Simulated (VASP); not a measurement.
A run of VASP 6.6.1:

Contents of INCAR:

```
SYSTEM = V
PREC = Accurate ; ENCUT = 520
EDIFF = 1E-6 ; ISMEAR = 1
SIGMA = 0.2 ; LREAL = .FALSE.
LASPH = .TRUE. ; NELM = 150
ALGO = Normal ; ISIF = 2
LWAVE = .FALSE. ; LCHARG = .FALSE.
LNONCOLLINEAR = .TRUE. ; MAGMOM = 1.414 1.414 0 -1.414 -1.414 0
LORBIT = 11 ; LMAXMIX = 4
LDAU = .TRUE. ; LDAUTYPE = 2
LDAUL = 2 ; LDAUU = 2
LDAUJ = 0 ; LDAUPRINT = 1
GGA = PE ; NBANDS = 38
```

The input KPOINTS:

```
regular mesh
0
G
  9 9 5
  0 0 0
```

File POSCAR:

```
V
1.0
    3.0213918716      0.1163730248      0.0000000000
   -1.4099139399      1.9832191172      0.0000000000
    0.0000000000      0.0000000000      4.4141471687
V
2
Direct
    0.2500005731      0.5000005556      0.2500000000
    0.7499994269      0.4999994444      0.7500000000
```

Potentials or basis: VASP PAW PBE potentials, release 64 (V_sv).

Run with:

```sh
$ cat potpaw_PBE.64/V_sv/POTCAR > POTCAR
$ mpirun -np 1 vasp_ncl > vasp.out
```

Hardware: 1 thread of Intel(R) Xeon(R) 6975P-C (Granite Rapids), with other jobs on the host.

Q: Estimate the wall time of this run.

A: It took 2.2 min on 1 thread of Intel(R) Xeon(R) 6975P-C (Granite Rapids), on a shared host, peak memory 0.32 GiB. Counts: scf iterations 19, k points 123.
